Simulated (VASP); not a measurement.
Here is a VASP 6.6.1 calculation.

INCAR

```
SYSTEM = CsH2
PREC = Accurate
ENCUT = 520
EDIFF = 1E-6
ISMEAR = 0
SIGMA = 0.1
LREAL = .FALSE.
LASPH = .TRUE.
NELM = 80
ALGO = Normal
ISIF = 2
LWAVE = .FALSE.
LCHARG = .TRUE.
GGA = PE
LELF = .TRUE.
LVHAR = .TRUE.
NBANDS = 20
```

The input KPOINTS:

```
regular mesh
0
G
  4 4 4
  0 0 0
```

The input POSCAR:

```
CsH2
1.0
    5.1204367500      0.0000000000      0.0000000000
    0.0000000000      5.1204367500      0.0000000000
    0.0000000000      0.0000000000      5.1204367500
Cs H
2 4
Direct
    0.0000000000      0.0000000000      0.0000000000
    0.5000000000      0.5000000000      0.5000000000
    0.2500000000      0.2500000000      0.2500000000
    0.2500000000      0.7500000000      0.7500000000
    0.7500000000      0.7500000000      0.2500000000
    0.7500000000      0.2500000000      0.7500000000
```

Potentials or basis: VASP PAW PBE potentials, release 64 (Cs_sv, H).

The run is started by

```console
$ cat potpaw_PBE.64/Cs_sv/POTCAR potpaw_PBE.64/H/POTCAR > POTCAR
$ mpirun -np 1 vasp_std > vasp.out
```

Question: Estimate the band gap on the k mesh.

Answer: Zero (bands 11 and 12 overlap by 0.35 eV).

Question: What does it give for the pressure?

Answer: 9.9 GPa.

Caveat: the cell stands under pressure; spin-orbit coupling is left out, which moves the levels of the heavy elements.
